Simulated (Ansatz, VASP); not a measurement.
CdSe in VASP and in Ansatz

```
CELL_PARAMETERS angstrom
0.03072 3.00475 2.97403
3.00475 0.03072 2.97403
3.03546 3.03546 0.00000
ATOMIC_POSITIONS crystal
Cd 0.00210 0.00210 0.99790
Se 0.24790 0.24790 0.25210
```

Change from the starting cell: strained cell.

Alike in both runs: task relaxation of the atoms; functional LDA; k mesh 10 × 10 × 10; occupations gaussian, width 0.02 eV; no spin polarisation.

|  | VASP | Ansatz |
| --- | --- | --- |
| version | VASP 6.6.1 | Ansatz 0.2.0 |
| potentials or method | VASP PAW LDA potentials, release 64 (Cd, Se), cutoff 450 eV | scalar-relativistic, plane waves, PAW |
| valence electrons in the cell | 18 | 36 |

Ansatz gave:

* gap on the k mesh at the Fermi level, each at its own relaxed structure (eV): 0.39

Q: Estimate VASP's values.

A: gap on the k mesh at the Fermi level, each at its own relaxed structure (eV): 0.42.

Ansatz warns that its potentials were made for another functional, while VASP's fit it. LDA's correlation is that of Perdew and Zunger in VASP and of Perdew and Wang (1992) in Ansatz. VASP's potentials hold 18 valence electrons a cell and Ansatz's 36, so a difference there can come from the potentials and not from the codes. Ansatz's warnings: stress scf threshold loose.
